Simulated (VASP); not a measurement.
# Lu (Im-3m) in VASP: notebook

Runs on Lu. Level: PBEsol. Tasks: single point.

Program: VASP 6.6.1. These are calculated values, not measurements. Logs are shortened: lines on timing, memory, paths and dates and some standing lists are left out, and cuts for length are marked.

## Step 1: The cell of the first run

The structure is cubic, space group Im-3m (No. 229). The conventional cell has a = 3.819 Å, b = 3.819 Å, c = 3.819 Å, α = 90.00°, β = 90.00°, γ = 90.00°. Lu (site symmetry m-3m) has 14 Lu at 3.31 to 3.82 Å within 4.3 Å.

This isn't the form of Lu at room conditions, which is hcp.

## Step 2: Single point, PBEsol

Contents of INCAR:

```
  PREC = Accurate
  ENCUT = 600
  EDIFF = 1E-6
  ISMEAR = 1
  SIGMA = 0.1
  LREAL = False
  LASPH = True
  NELM = 120
  ALGO = Normal
  ISIF = 2
  LWAVE = False
  LCHARG = True
  GGA = PS
  LELF = True
  LVHAR = True
  NBANDS = 18
  GGA_COMPAT = False
```

Contents of KPOINTS:

```
Automatic mesh
0
Gamma
  8 8 8
```

Contents of POSCAR:

```
Lu
1.0
    1.9095229681      1.9095229681      1.9095229681
   -1.9095229681      1.9095229681      1.9095229681
   -1.9095229681     -1.9095229681      1.9095229681
Lu
1
Direct
    0.0000000000      0.0000000000      0.0000000000
```

Potentials or basis: VASP PAW PBE potentials, release 64 (Lu).

Run with:

```console
cat potpaw_PBE.64/Lu/POTCAR > POTCAR
mpirun -np 1 vasp_std > vasp.out
```

OUTCAR:

```text
PREC = Accurate
   ENCUT = 600
   EDIFF = 1E-6
   ISMEAR = 1
   LREAL = False
   LASPH = True
   NELM = 120
   ISIF = 2
   GGA = PS

 ion  position               nearest neighbor table
   1  0.000  0.000  0.000-

  LATTYP: Found a body centered cubic cell.
 ALAT       =     3.8190459362

  Lattice vectors:

 A1 = (   1.9095229681,  -1.9095229681,  -1.9095229681)
 A2 = (   1.9095229681,   1.9095229681,   1.9095229681)
 A3 = (  -1.9095229681,  -1.9095229681,   1.9095229681)

Analysis of symmetry for initial positions (statically):
=====================================================================
 Subroutine PRICEL returns:
 Original cell was already a primitive cell.

 Routine SETGRP: Setting up the symmetry group for a
 body centered cubic supercell.

 Subroutine GETGRP returns: Found 48 space group operations
 (whereof 48 operations were pure point group operations)
 out of a pool of 48 trial point group operations.

The static configuration has the point symmetry O_h .

Analysis of symmetry for dynamics (positions and initial velocities):
=====================================================================
 Subroutine PRICEL returns:
 Original cell was already a primitive cell.

 Routine SETGRP: Setting up the symmetry group for a
 body centered cubic supercell.

 Subroutine GETGRP returns: Found 48 space group operations
 (whereof 48 operations were pure point group operations)
 out of a pool of 48 trial point group operations.

The dynamic configuration has the point symmetry O_h .

 Subroutine INISYM returns: Found 48 space group operations
 (whereof 48 operations are pure point group operations),
 and found     1 'primitive' translations

----------------------------------------------------------------------------------------

                                     Primitive cell

  volume of cell :      27.8506

  direct lattice vectors                    reciprocal lattice vectors
     1.909522968  1.909522968  1.909522968     0.261845502  0.000000000  0.261845502
    -1.909522968  1.909522968  1.909522968    -0.261845502  0.261845502  0.000000000
    -1.909522968 -1.909522968  1.909522968     0.000000000 -0.261845502  0.261845502

  length of vectors
     3.307390799  3.307390799  3.307390799     0.370305460  0.370305460  0.370305460

  position of ions in fractional coordinates (direct lattice)
     0.000000000  0.000000000  0.000000000

  ion indices of the primitive-cell ions
   primitive index   ion index
                 1           1

[... 71 lines left out ...]
   EDIFF  = 0.1E-05   stopping-criterion for ELM
   LREAL  =      F    real-space projection
   EDIFFG = 0.1E-04   stopping-criterion for IOM
   NSW    =      0    number of steps for IOM
   IBRION =     -1    ionic relax: 0-MD 1-quasi-New 2-CG
   NFREE  =      0    steps in history (QN), initial steepest desc. (CG)
   ISIF   =      2    stress and relaxation
   ISYM   =      2    0-nonsym 1-usesym 2-fastsym
   POTIM  = 0.5000    time-step for ionic-motion
   TEBEG  =    0.0;   TEEND  =   0.0 temperature during run
   PSTRESS=    0.0 pullay stress
   NELECT =      25.0000    total number of electrons
   NUPDOWN=      -1.0000    fix difference up-down
   EMIN   =  10.00;   EMAX   =-10.00  energy-range for DOS
   EFERMI =   0.00;   METHOD = LEGACY
   ISMEAR =     1;   SIGMA  =   0.10  broadening in eV -4-tet -1-fermi 0-gaus
   EFERMI_NEDOS =   21; number of points for ismear=-14 and -15
   IALGO  =     38    algorithm
   IMIX   =      4    mixing-type and parameters
     AMIX     =   0.40;   BMIX     =  1.00
     AMIX_MAG =   1.60;   BMIX_MAG =  1.00
  volume/ion in A,a.u.               =      27.85       187.95
  Fermi-wavevector in a.u.,A,eV,Ry     =   1.579222  2.984298 33.932158  2.493943
  Thomas-Fermi vector in A             =   2.679634
   LORBIT       =      0    0 simple, 1 ext, 2 COOP (PROOUT), +10 PAW based schemes
   GGA     = PS    functional components
   LHFCALC =     F    Hartree Fock is set to
   AEXX    =    0.0000 exact exchange contribution
   IVDW    =     0    specifies the selected vdW correction
   LEPSILON=     F    determine dielectric tensor
   LRPA    =     F    only Hartree local field effects (RPA)
 non-spin polarized calculation
 Methfessel and Paxton  Order N= 1 SIGMA  =   0.10
  energy-cutoff  :      600.00
  volume of cell :       27.85
 maximum number of plane-waves:       959
 NGX is ok and might be reduce to    28
   NGX = 13   NGY = 13   NGZ = 13

 number of electron      25.0000006 magnetization

 Free energy of the ion-electron system (eV)
  ---------------------------------------------------
  ext. energy  EPLUGINS =         0.00000000
  ---------------------------------------------------
  free energy    TOTEN  =        -4.80076255 eV

  energy without entropy =       -4.79888356  energy(sigma->0) =       -4.80013622

 E-fermi :   2.3969     XC(G=0): -10.9986

 val. band max:        2.3871653522   @ k =  -0.3750   0.2500   0.0000
 cond. band min:       2.4615742274   @ k =   0.1250   0.5000   0.1250
 fundamental gap:      0.0744088752
 Fermi energy:         2.3968830648

 k-point     1 :       0.0000    0.0000    0.0000
  band No.  band energies     occupation
      1     -53.8739      2.00000
      2     -24.2557      2.00000
      3     -24.2557      2.00000
      4     -24.2557      2.00000
      5      -3.8783      2.00000
      6      -2.6531      2.00000
[... 481 lines left out ...]
      5      -2.6459      2.00000
      6      -2.6188      2.00000
[... 10 lines left out ...]
     17       9.5170      0.00000
     18      10.8472      0.00000

 [... further k-points ...]

------------------------ aborting loop because EDIFF is reached ----------------------------------------

  FORCE on cell =-STRESS in cart. coord.  units (eV):
  Direction    XX          YY          ZZ          XY          YZ          ZX
  --------------------------------------------------------------------------------------
  -------------------------------------------------------------------------------------
  Total        0.0423099      0.0423099      0.0423099     -0.0000000      0.0000000     -0.0000000
  in kB        2.4339847      2.4339847      2.4339847     -0.0000000      0.0000000     -0.0000000
  external PRESSURE =       2.4339847 kB  Pullay stress =       0.0000000 kB

 VOLUME and BASIS-vectors are now :
 -----------------------------------------------------------------------------
  energy-cutoff  :      600.00
  volume of cell :       27.85
      direct lattice vectors                 reciprocal lattice vectors
     1.909522968  1.909522968  1.909522968     0.261845502  0.000000000  0.261845502
    -1.909522968  1.909522968  1.909522968    -0.261845502  0.261845502  0.000000000
    -1.909522968 -1.909522968  1.909522968     0.000000000 -0.261845502  0.261845502

 POSITION                                       TOTAL-FORCE (eV/Angst)
 -----------------------------------------------------------------------------------
      0.00000      0.00000      0.00000         0.000000      0.000000     -0.000000
 -----------------------------------------------------------------------------------
    total drift:                               -0.000000     -0.000000     -0.000000

  FREE ENERGIE OF THE ION-ELECTRON SYSTEM (eV)
  ---------------------------------------------------
  free  energy   TOTEN  =        -4.8007625470 eV

  energy  without entropy=       -4.7988835611  energy(sigma->0) =       -4.80013622
```

OSZICAR:

```text
N       E                     dE             d eps       ncg     rms          rms(c)
DAV:   1     0.887563448959E+02    0.88756E+02   -0.11045E+04  1332   0.501E+03
DAV:   2     0.158332308777E+01   -0.87173E+02   -0.85256E+02  1080   0.386E+02
DAV:   3    -0.469062838800E+01   -0.62740E+01   -0.61594E+01  1142   0.776E+01
DAV:   4    -0.491126006269E+01   -0.22063E+00   -0.21957E+00  1510   0.125E+01
DAV:   5    -0.491657771325E+01   -0.53177E-02   -0.53137E-02  1234   0.171E+00    0.349E+00
DAV:   6    -0.482324212183E+01    0.93336E-01   -0.28004E-01  1700   0.899E+00    0.154E+00
DAV:   7    -0.480295127565E+01    0.20291E-01   -0.31917E-02  1434   0.146E+00    0.363E-01
DAV:   8    -0.480061639295E+01    0.23349E-02   -0.60425E-03  1650   0.742E-01    0.111E-01
DAV:   9    -0.480076335936E+01   -0.14697E-03   -0.55680E-04  1248   0.293E-01    0.536E-02
DAV:  10    -0.480076143521E+01    0.19242E-05   -0.84101E-05  1430   0.106E-01    0.119E-02
DAV:  11    -0.480076271706E+01   -0.12818E-05   -0.39353E-06  1186   0.208E-02    0.330E-03
DAV:  12    -0.480076254702E+01    0.17004E-06   -0.20802E-07   710   0.537E-03
   1 F= -.48007625E+01 E0= -.48001362E+01  d E =-.187899E-02
```

Run time: 15 s. Hardware: 1 thread of Intel Xeon 8259CL, shared host; peak memory 0.17 GiB.

What came out:

```yaml
Free_energy: -4.8008 eV
Pressure: 0.2 GPa
Band_gap_on_the_k_mesh: zero (an odd number of electrons rules out a gap without spin polarisation)
```

Caveat: the PAW data sets were made with another functional, which shifts forces and pressure a little; spin-orbit coupling is left out, which moves the levels of the heavy elements.

## Step 3: Single point, PBEsol

Contents of INCAR:

```
SYSTEM = Lu
PREC = Accurate
ENCUT = 600
EDIFF = 1E-6
ISMEAR = 1
SIGMA = 0.1
LREAL = .FALSE.
LASPH = .TRUE.
NELM = 120
ALGO = Normal
ISIF = 2
LWAVE = .FALSE.
LCHARG = .FALSE.
GGA = PS
NBANDS = 18
GGA_COMPAT = .FALSE.
```

Contents of KPOINTS:

```
regular mesh
0
G
  8 8 8
  0 0 0
```

POSCAR is that of step 2.

Potentials or basis: VASP PAW PBE potentials, release 64 (Lu).

Run with:

```console
cat potpaw_PBE.64/Lu/POTCAR > POTCAR
mpirun -np 1 vasp_std > vasp.out
```

OUTCAR:

```text
SYSTEM = Lu
   PREC = Accurate
   ENCUT = 600
   EDIFF = 1E-6
   ISMEAR = 1
   LREAL = .FALSE.
   LASPH = .TRUE.
   NELM = 120
   ISIF = 2
   GGA = PS

 ion  position               nearest neighbor table
   1  0.000  0.000  0.000-

  LATTYP: Found a body centered cubic cell.
 ALAT       =     3.8190459362

  Lattice vectors:

 A1 = (   1.9095229681,  -1.9095229681,  -1.9095229681)
 A2 = (   1.9095229681,   1.9095229681,   1.9095229681)
 A3 = (  -1.9095229681,  -1.9095229681,   1.9095229681)

Analysis of symmetry for initial positions (statically):
=====================================================================
 Subroutine PRICEL returns:
 Original cell was already a primitive cell.

 Routine SETGRP: Setting up the symmetry group for a
 body centered cubic supercell.

 Subroutine GETGRP returns: Found 48 space group operations
 (whereof 48 operations were pure point group operations)
 out of a pool of 48 trial point group operations.

The static configuration has the point symmetry O_h .

Analysis of symmetry for dynamics (positions and initial velocities):
=====================================================================
 Subroutine PRICEL returns:
 Original cell was already a primitive cell.

 Routine SETGRP: Setting up the symmetry group for a
 body centered cubic supercell.

 Subroutine GETGRP returns: Found 48 space group operations
 (whereof 48 operations were pure point group operations)
 out of a pool of 48 trial point group operations.

The dynamic configuration has the point symmetry O_h .

 Subroutine INISYM returns: Found 48 space group operations
 (whereof 48 operations are pure point group operations),
 and found     1 'primitive' translations

----------------------------------------------------------------------------------------

                                     Primitive cell

  volume of cell :      27.8506

  direct lattice vectors                    reciprocal lattice vectors
[... 102 lines left out ...]
   IALGO  =     38    algorithm
   IMIX   =      4    mixing-type and parameters
     AMIX     =   0.40;   BMIX     =  1.00
     AMIX_MAG =   1.60;   BMIX_MAG =  1.00
  volume/ion in A,a.u.               =      27.85       187.95
  Fermi-wavevector in a.u.,A,eV,Ry     =   1.579222  2.984298 33.932158  2.493943
  Thomas-Fermi vector in A             =   2.679634
   LORBIT       =      0    0 simple, 1 ext, 2 COOP (PROOUT), +10 PAW based schemes
   GGA     = PS    functional components
   LHFCALC =     F    Hartree Fock is set to
   AEXX    =    0.0000 exact exchange contribution
   IVDW    =     0    specifies the selected vdW correction
   LEPSILON=     F    determine dielectric tensor
   LRPA    =     F    only Hartree local field effects (RPA)
 non-spin polarized calculation
 Methfessel and Paxton  Order N= 1 SIGMA  =   0.10
  energy-cutoff  :      600.00
  volume of cell :       27.85
 maximum number of plane-waves:       959
 NGX is ok and might be reduce to    28
   NGX = 13   NGY = 13   NGZ = 13

 number of electron      25.0000006 magnetization

 Free energy of the ion-electron system (eV)
  ---------------------------------------------------
  ext. energy  EPLUGINS =         0.00000000
  ---------------------------------------------------
  free energy    TOTEN  =        -4.80076255 eV

  energy without entropy =       -4.79888356  energy(sigma->0) =       -4.80013622

 E-fermi :   2.3969     XC(G=0): -10.9986

 val. band max:        2.3871653522   @ k =  -0.3750   0.2500   0.0000
 cond. band min:       2.4615742274   @ k =   0.1250   0.5000   0.1250
 fundamental gap:      0.0744088752
 Fermi energy:         2.3968830648

 k-point     1 :       0.0000    0.0000    0.0000
  band No.  band energies     occupation
      1     -53.8739      2.00000
      2     -24.2557      2.00000
      3     -24.2557      2.00000
      4     -24.2557      2.00000
      5      -3.8783      2.00000
      6      -2.6531      2.00000
[... 481 lines left out ...]
      5      -2.6459      2.00000
      6      -2.6188      2.00000
[... 10 lines left out ...]
     17       9.5170      0.00000
     18      10.8472      0.00000

 [... further k-points ...]

------------------------ aborting loop because EDIFF is reached ----------------------------------------

  FORCE on cell =-STRESS in cart. coord.  units (eV):
  Direction    XX          YY          ZZ          XY          YZ          ZX
  --------------------------------------------------------------------------------------
  -------------------------------------------------------------------------------------
  Total        0.0423099      0.0423099      0.0423099     -0.0000000      0.0000000     -0.0000000
  in kB        2.4339847      2.4339847      2.4339847     -0.0000000      0.0000000     -0.0000000
  external PRESSURE =       2.4339847 kB  Pullay stress =       0.0000000 kB

 VOLUME and BASIS-vectors are now :
 -----------------------------------------------------------------------------
  energy-cutoff  :      600.00
  volume of cell :       27.85
      direct lattice vectors                 reciprocal lattice vectors
     1.909522968  1.909522968  1.909522968     0.261845502  0.000000000  0.261845502
    -1.909522968  1.909522968  1.909522968    -0.261845502  0.261845502  0.000000000
    -1.909522968 -1.909522968  1.909522968     0.000000000 -0.261845502  0.261845502

 POSITION                                       TOTAL-FORCE (eV/Angst)
 -----------------------------------------------------------------------------------
      0.00000      0.00000      0.00000         0.000000      0.000000     -0.000000
 -----------------------------------------------------------------------------------
    total drift:                               -0.000000     -0.000000     -0.000000

  FREE ENERGIE OF THE ION-ELECTRON SYSTEM (eV)
  ---------------------------------------------------
  free  energy   TOTEN  =        -4.8007625470 eV

  energy  without entropy=       -4.7988835611  energy(sigma->0) =       -4.80013622
```

Wall time 16 s (1 thread of Intel Xeon 8259CL, shared host); peak memory 0.17 GiB.

What came out:

```
Free energy            : -4.8008 eV
Pressure               : 0.2 GPa
Band gap on the k mesh : zero (an odd number of electrons rules out a gap without spin polarisation)
```

Caveat: the PAW data sets were made with another functional, which shifts forces and pressure a little; spin-orbit coupling is left out, which moves the levels of the heavy elements.

## Step 4: Single point, PBEsol

This run uses another cell than the first one, of 27.43 Å³/atom.

Contents of INCAR:

```
ALGO = Normal
EDIFF = 1E-6
ENCUT = 600
GGA = PS
GGA_COMPAT = False
ISIF = 2
ISMEAR = 1
LASPH = True
LCHARG = True
LELF = True
LREAL = False
LVHAR = True
LWAVE = False
NBANDS = 18
NELM = 120
PREC = Accurate
SIGMA = 0.1
```

Contents of KPOINTS:

```
k-points
0
Gamma
  8 8 8
```

Contents of POSCAR:

```
Lu
1.0
    1.8999272134      1.8999272134      1.8999272134
   -1.8999272134      1.8999272134      1.8999272134
   -1.8999272134     -1.8999272134      1.8999272134
Lu
1
Direct
    0.0000000000      0.0000000000      0.0000000000
```

Run with:

```console
cat potpaw_PBE.64/Lu/POTCAR > POTCAR
mpirun -np 1 vasp_std > vasp.out
```

Run time: 16 s. Hardware: 1 thread of Intel Xeon 8259CL, shared host; peak memory 0.17 GiB.

Results (log left out):

| Quantity | Value |
| --- | --- |
| Free energy | -4.7991 eV |
| Pressure | 1.0 GPa |
| Band gap on the k mesh | zero (an odd number of electrons rules out a gap without spin polarisation) |

Levels at points of the mesh, in eV from the Fermi level:
```
           k point  band 9  band 10  band 11  band 12  band 13  band 14  band 15  band 16
(0.00, 0.00, 0.00)   -4.92    -4.92    -4.92    -4.90     2.16     2.16     2.16     4.57
(0.50, 0.00, 0.00)   -4.93    -4.93    -4.91    -2.67     0.30     0.69     4.35     5.39
(0.50, 0.50, 0.50)   -4.91    -4.91    -4.91    -1.70    -1.70     6.14     6.14     6.14
```

Caveat: the PAW data sets were made with another functional, which shifts forces and pressure a little; spin-orbit coupling is left out, which moves the levels of the heavy elements.

## Step 5: Single point, PBEsol

This run uses another cell than the first one, of 28.27 Å³/atom.

Contents of INCAR:

```
PREC     = Accurate       # precision mode
ENCUT    = 600            # plane-wave cutoff, eV
EDIFF    = 1E-6           # SCF threshold, eV
ISMEAR   = 1              # smearing method
SIGMA    = 0.1            # smearing width, eV
LREAL    = F              # projectors in reciprocal space
LASPH    = T              # aspherical terms in the spheres
NELM     = 120            # most SCF steps
ALGO     = Normal         # electronic algorithm
ISIF     = 2              # what is computed and relaxed
LWAVE    = F              # write WAVECAR
LCHARG   = F              # write CHGCAR
GGA      = PS             # functional
NBANDS   = 18             # bands
GGA_COMPAT= F
```

Contents of KPOINTS:

```
regular mesh
0
Gamma
  8 8 8
```

Contents of POSCAR:

```
Lu
1.0
    1.9190232388      1.9190232388      1.9190232388
   -1.9190232388      1.9190232388      1.9190232388
   -1.9190232388     -1.9190232388      1.9190232388
Lu
1
Direct
    0.0000000000      0.0000000000      0.0000000000
```

Run with:

```console
cat potpaw_PBE.64/Lu/POTCAR > POTCAR
mpirun -np 1 vasp_std > vasp.out
```

It took 14 s on 1 thread of Intel Xeon 8259CL, shared host; peak memory 0.18 GiB.

The run converged. Its results:

```
Free energy            : -4.8005 eV
Pressure               : -0.5 GPa
Band gap on the k mesh : zero (an odd number of electrons rules out a gap without spin polarisation)
```

Levels at points of the mesh, in eV from the Fermi level:
```
           k point  band 10  band 11  band 12  band 13  band 14  band 15
(0.00, 0.00, 0.00)    -4.97    -4.97    -4.95     2.14     2.14     2.14
(0.50, 0.00, 0.00)    -4.98    -4.96    -2.61     0.33     0.60     4.24
(0.50, 0.50, 0.50)    -4.96    -4.96    -1.60    -1.60     5.93     5.93
```

Caveat: the PAW data sets were made with another functional, which shifts forces and pressure a little; spin-orbit coupling is left out, which moves the levels of the heavy elements.

## Step 6: Overview

| cell | gap on the mesh (eV) | pressure (GPa) |
| --- | --- | --- |
| a = 3.307 Å, angles 70.5, 109.5, 70.5°, 1 atom | none | 0.2 |
| a = 3.291 Å, angles 70.5, 109.5, 70.5°, 1 atom | none | 1.0 |
| a = 3.324 Å, angles 70.5, 109.5, 70.5°, 1 atom | none | -0.5 |

Alike in all rows: task single point; level PBEsol; potentials or basis VASP PAW PBE potentials, release 64 (Lu); no spin polarisation; k mesh 8 × 8 × 8; cutoff (eV) 600; smearing methfessel-paxton 0.1 eV.

Caveats: the PAW data sets were made with another functional, which shifts forces and pressure a little; spin-orbit coupling is left out, which moves the levels of the heavy elements.

Absolute energies hang on the potentials; compare differences alone.

The gap in the log of VASP goes by the Fermi energy; the results here count the filled bands.